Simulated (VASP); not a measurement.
# C (R-3m) in VASP: relaxation of shape and atoms at fixed volume with r2SCAN

Aim: the relaxation of shape and atoms at fixed volume of C with r2SCAN.

All numbers are computed with VASP 6.6.1; they aren't measurements. Logs are shortened: lines on timing, memory, paths and dates and some standing lists are left out, and cuts for length are marked.

## (1) The cell of the first run

It takes space group R-3m (No. 166, trigonal). The conventional cell has a = 2.481 Å, b = 2.481 Å, c = 10.948 Å, α = 90.00°, β = 90.00°, γ = 120.00°. Within 1.9 Å of C (site symmetry 3m) lie 3 C at 1.43 Å.

## (2) Relaxation of shape and atoms at fixed volume, r2SCAN (volume scaled by 1.06)

POSCAR

```
C
1.0
    1.2403193872      0.7160987321      3.6493895395
   -1.2403193872      0.7160987321      3.6493895395
    0.0000000000     -1.4321974642      3.6493895395
C
2
Direct
    0.8333464452      0.8333464452      0.8333464452
    0.1666535548      0.1666535548      0.1666535548
```

INCAR.step1

```
SYSTEM = C
ALGO = Normal
EDIFF = 1E-4
ENCUT = 600
GGA = PE
ISMEAR = 0
LASPH = .True.
LCHARG = .False.
LREAL = .False.
LWAVE = .True.
NELM = 100
PREC = Accurate
SIGMA = 0.02
```

INCAR.step2

```
SYSTEM = C
ALGO = Normal
EDIFF = 1E-6
EDIFFG = -0.01
ENCUT = 600
IBRION = 2
ISIF = 4
ISMEAR = 0
ISTART = 1
LASPH = .True.
LCHARG = .False.
LMIXTAU = .True.
LREAL = .False.
LWAVE = .False.
METAGGA = R2SCAN
NELM = 100
NSW = 50
PREC = Accurate
SIGMA = 0.02
```

KPOINTS

```
k-points
0
Gamma
  18 18 18
  0 0 0
```

Potentials or basis: VASP PAW PBE potentials, release 64 (C).

On the command line:

```sh
$ cat potpaw_PBE.64/C/POTCAR > POTCAR
$ cp INCAR.step1 INCAR
$ mpirun -np 1 vasp_std > vasp.out
$ cp INCAR.step2 INCAR
$ mpirun -np 1 vasp_std > vasp.out
```

OUTCAR:

```text
SYSTEM = C
   EDIFF = 1E-6
   EDIFFG = -0.01
   ENCUT = 600
   IBRION = 2
   ISIF = 4
   ISMEAR = 0
   ISTART = 1
   LASPH = .True.
   LREAL = .False.
   METAGGA = R2SCAN
   NELM = 100
   NSW = 50
   PREC = Accurate

 ion  position               nearest neighbor table
   1  0.833  0.833  0.833-   2 1.43   2 1.43   2 1.43
   2  0.167  0.167  0.167-   1 1.43   1 1.43   1 1.43

  LATTYP: Found a trigonal (rhomboedric) cell.
 ALAT       =     3.9203614103
 COS(alpha) =     0.7998088618

  Lattice vectors:

 A1 = (   1.2403193872,   0.7160987321,   3.6493895395)
 A2 = (  -1.2403193872,   0.7160987321,   3.6493895395)
 A3 = (   0.0000000000,  -1.4321974642,   3.6493895395)

Analysis of symmetry for initial positions (statically):
=====================================================================
 Subroutine PRICEL returns:
 Original cell was already a primitive cell.

 Routine SETGRP: Setting up the symmetry group for a
 trigonal (rhombohedral) supercell.

 Subroutine GETGRP returns: Found 12 space group operations
 (whereof 12 operations were pure point group operations)
 out of a pool of 12 trial point group operations.

The static configuration has the point symmetry D_3d.

Analysis of symmetry for dynamics (positions and initial velocities):
=====================================================================
 Subroutine PRICEL returns:
 Original cell was already a primitive cell.

 Routine SETGRP: Setting up the symmetry group for a
 trigonal (rhombohedral) supercell.

 Subroutine GETGRP returns: Found 12 space group operations
 (whereof 12 operations were pure point group operations)
 out of a pool of 12 trial point group operations.

The dynamic configuration has the point symmetry D_3d.

 Subroutine INISYM returns: Found 12 space group operations
 (whereof 12 operations are pure point group operations),
 and found     1 'primitive' translations

----------------------------------------------------------------------------------------

                                     Primitive cell

  volume of cell :      19.4481

  direct lattice vectors                    reciprocal lattice vectors
     1.240319387  0.716098732  3.649389540     0.403121974  0.232742580  0.091339477
    -1.240319387  0.716098732  3.649389540    -0.403121974  0.232742580  0.091339477
     0.000000000 -1.432197464  3.649389540     0.000000000 -0.465485161  0.091339477

  length of vectors
     3.920361410  3.920361410  3.920361410     0.474362029  0.474362029  0.474362029

  position of ions in fractional coordinates (direct lattice)
     0.833346445  0.833346445  0.833346445
     0.166653555  0.166653555  0.166653555

  ion indices of the primitive-cell ions
   primitive index   ion index
                 1           1
                 2           2

----------------------------------------------------------------------------------------

 KPOINTS: k-points

Automatic generation of k-mesh.
 Grid dimensions read from file:
 generate k-points for:   18   18   18

 Generating k-lattice:

  Cartesian coordinates                     Fractional coordinates (reciprocal lattice)
     0.022395665  0.012930143  0.005074415     0.055555556 -0.000000000  0.000000000
    -0.022395665  0.012930143  0.005074415    -0.000000000  0.055555556  0.000000000
     0.000000000 -0.025860287  0.005074415     0.000000000  0.000000000  0.055555556

  Length of vectors
     0.026353446  0.026353446  0.026353446

  Shift w.r.t. Gamma in fractional coordinates (k-lattice)
     0.000000000  0.000000000  0.000000000

 Subroutine IBZKPT returns following result:
 ===========================================

 Found    580 irreducible k-points:

 Following reciprocal coordinates:
            Coordinates               Weight
  0.000000  0.000000  0.000000      1.000000
  0.055556  0.000000  0.000000      6.000000
  0.111111  0.000000  0.000000      6.000000
  0.166667  0.000000  0.000000      6.000000
  0.222222  0.000000  0.000000      6.000000
  0.277778  0.000000  0.000000      6.000000
[... 16 lines left out ...]
 -0.277778  0.055556 -0.000000     12.000000
 -0.222222  0.055556  0.000000     12.000000
 [... further k-points ...]
   k-points           NKPTS =    580   k-points in BZ     NKDIM =    580   number of bands    NBANDS=      8
   number of dos      NEDOS =    301   number of ions     NIONS =      2
   total plane-waves  NPLWV =  32768
   dimension x,y,z NGX =    32 NGY =   32 NGZ =   32
   dimension x,y,z NGXF=    64 NGYF=   64 NGZF=   64
   ions per type =               2
   NGX,Y,Z   is equivalent  to a cutoff of  13.57, 13.57, 13.57 a.u.
   NGXF,Y,Z  is equivalent  to a cutoff of  27.14, 27.14, 27.14 a.u.
 SYSTEM =  C
   PREC   = accura    normal or accurate (medium, high low for compatibility)
   ISTART =      1    job   : 0-new  1-cont  2-samecut
   ICHARG =      0    charge: 1-file 2-atom 10-const
   ISPIN  =      1    spin polarized calculation?
   LNONCOLLINEAR =      F non collinear calculations
   LSORBIT =      F    spin-orbit coupling
   LASPH  =      T    aspherical Exc in radial PAW
   ENCUT  =  600.0 eV  44.10 Ry    6.64 a.u.   7.83  7.83  7.83*2*pi/ulx,y,z
   NELM   =    100;   NELMIN=  2; NELMDL=  0     # of ELM steps
   EDIFF  = 0.1E-05   stopping-criterion for ELM
   LREAL  =      F    real-space projection
   EDIFFG = -.1E-01   stopping-criterion for IOM
   NSW    =     50    number of steps for IOM
   IBRION =      2    ionic relax: 0-MD 1-quasi-New 2-CG
   NFREE  =      1    steps in history (QN), initial steepest desc. (CG)
   ISIF   =      4    stress and relaxation
   ISYM   =      2    0-nonsym 1-usesym 2-fastsym
   POTIM  = 0.5000    time-step for ionic-motion
   TEBEG  =    0.0;   TEEND  =   0.0 temperature during run
   PSTRESS=    0.0 pullay stress
   NELECT =       8.0000    total number of electrons
   NUPDOWN=      -1.0000    fix difference up-down
   EMIN   =  10.00;   EMAX   =-10.00  energy-range for DOS
   EFERMI =   0.00;   METHOD = LEGACY
   ISMEAR =     0;   SIGMA  =   0.02  broadening in eV -4-tet -1-fermi 0-gaus
   EFERMI_NEDOS =   21; number of points for ismear=-14 and -15
   IALGO  =     38    algorithm
   IMIX   =      4    mixing-type and parameters
     AMIX     =   0.40;   BMIX     =  1.00
     AMIX_MAG =   1.60;   BMIX_MAG =  1.00
  volume/ion in A,a.u.               =       9.72        65.62
  Fermi-wavevector in a.u.,A,eV,Ry     =   1.217528  2.300794 20.168919  1.482374
  Thomas-Fermi vector in A             =   2.352845
   LORBIT       =      0    0 simple, 1 ext, 2 COOP (PROOUT), +10 PAW based schemes
   METAGGA = R2SCAN    functional components
   LHFCALC =     F    Hartree Fock is set to
   AEXX    =    0.0000 exact exchange contribution
   IVDW    =     0    specifies the selected vdW correction
   LEPSILON=     F    determine dielectric tensor
   LRPA    =     F    only Hartree local field effects (RPA)
 conjugate gradient relaxation of ions
 non-spin polarized calculation
 Gauss-broadening in eV      SIGMA  =   0.02
  energy-cutoff  :      600.00
  volume of cell :       19.45
 maximum number of plane-waves:       665
   NGX = 15   NGY = 15   NGZ = 15

--------------------------------------- Ionic step        1  -------------------------------------------

 number of electron       8.0000000 magnetization

 Free energy of the ion-electron system (eV)
  ---------------------------------------------------
  ext. energy  EPLUGINS =         0.00000000
  ---------------------------------------------------
  free energy    TOTEN  =       -19.87015642 eV

  energy without entropy =      -19.87015642  energy(sigma->0) =      -19.87015642

------------------------ aborting loop because EDIFF is reached ----------------------------------------

  FORCE on cell =-STRESS in cart. coord.  units (eV):
  Direction    XX          YY          ZZ          XY          YZ          ZX
  --------------------------------------------------------------------------------------
  -------------------------------------------------------------------------------------
  Total       -1.3163835     -1.3163835     -0.1128235      0.0000000      0.0000000      0.0000000
  in kB     -108.4463936   -108.4463936     -9.2946356      0.0000000      0.0000000      0.0000000
  external PRESSURE =     -75.3958076 kB  Pullay stress =       0.0000000 kB
[... 57 lines left out ...]
  energy  without entropy=      -19.8803629229  energy(sigma->0) =      -19.88036292

--------------------------------------- Ionic step        3  -------------------------------------------

 number of electron       8.0000000 magnetization

 Free energy of the ion-electron system (eV)
  ---------------------------------------------------
  ext. energy  EPLUGINS =         0.00000000
  ---------------------------------------------------
  free energy    TOTEN  =       -19.88052298 eV

  energy without entropy =      -19.88052298  energy(sigma->0) =      -19.88052298

 E-fermi :   3.7927     XC(G=0): -10.4088

 val. band max:        3.6284866061   @ k =  -0.3333   0.3333   0.0000
 cond. band min:       4.0027795221   @ k =  -0.3333   0.3333   0.0000
 fundamental gap:      0.3742929160
 Fermi energy:         3.7926939916

 k-point     1 :       0.0000    0.0000    0.0000
  band No.  band energies     occupation
      1     -17.0658      2.00000
      2      -3.6772      2.00000
      3       0.5938      2.00000
      4       0.5938      2.00000
      5       7.4908      0.00000
      6      12.5199      0.00000
      7      12.5199      0.00000
      8      16.2236      0.00000
[... 243 lines left out ...]
 k-point    24 :      -0.2222    0.0556    0.0000
  band No.  band energies     occupation
      1     -15.4448      2.00000
      2      -4.1256      2.00000
      3      -1.8619      2.00000
      4      -1.7828      2.00000
      5       9.6006      0.00000
      6      11.4799      0.00000
      7      12.6677      0.00000
      8      17.4143      0.00000

 [... further k-points ...]

------------------------ aborting loop because EDIFF is reached ----------------------------------------

  FORCE on cell =-STRESS in cart. coord.  units (eV):
  Direction    XX          YY          ZZ          XY          YZ          ZX
  --------------------------------------------------------------------------------------
  -------------------------------------------------------------------------------------
  Total       -0.1395854     -0.1395854     -0.1385258      0.0000000     -0.0000000      0.0000000
  in kB      -11.4993372    -11.4993372    -11.4120393      0.0000000     -0.0000000      0.0000000
  external PRESSURE =     -11.4702379 kB  Pullay stress =       0.0000000 kB
[... 17 lines left out ...]
  FREE ENERGIE OF THE ION-ELECTRON SYSTEM (eV)
  ---------------------------------------------------
  free  energy   TOTEN  =       -19.8805229796 eV

  energy  without entropy=      -19.8805229796  energy(sigma->0) =      -19.88052298

 reached required accuracy - stopping structural energy minimisation
```

Wall time 8.7 min (1 thread of Intel Xeon 6975P-C (Granite Rapids), shared host); peak memory 0.25 GiB.

Results:

```yaml
Free_energy: -19.8805 eV
Energy_gained_by_relaxing: 5.2 meV/atom
Ionic_steps: 3
Pressure_after_relaxing: -1.1 GPa
Band_gap_on_the_k_mesh: 0.37 eV, direct
```

Step by step:
| step | energy change (eV) | largest force (eV/Å) | pressure (GPa) | volume (Å³) |
| --- | --- | --- | --- | --- |
| 1 | 0.0000 | 0.0003 | -7.54 | 19.45 |
| 2 | -0.0102 | 0.0009 | -0.33 | 19.45 |
| 3 | -0.0104 | 0.0008 | -1.15 | 19.45 |

Final structure:
```
CELL_PARAMETERS angstrom
1.22974 0.70999 3.71244
-1.22974 0.70999 3.71244
0.00000 -1.41998 3.71244
ATOMIC_POSITIONS crystal
C 0.83335 0.83335 0.83335
C 0.16665 0.16665 0.16665
```

Caveat: the cell differs from its parent crystal (volume scaled by 1.06); the PAW data sets were made with another functional, which shifts forces and pressure a little.
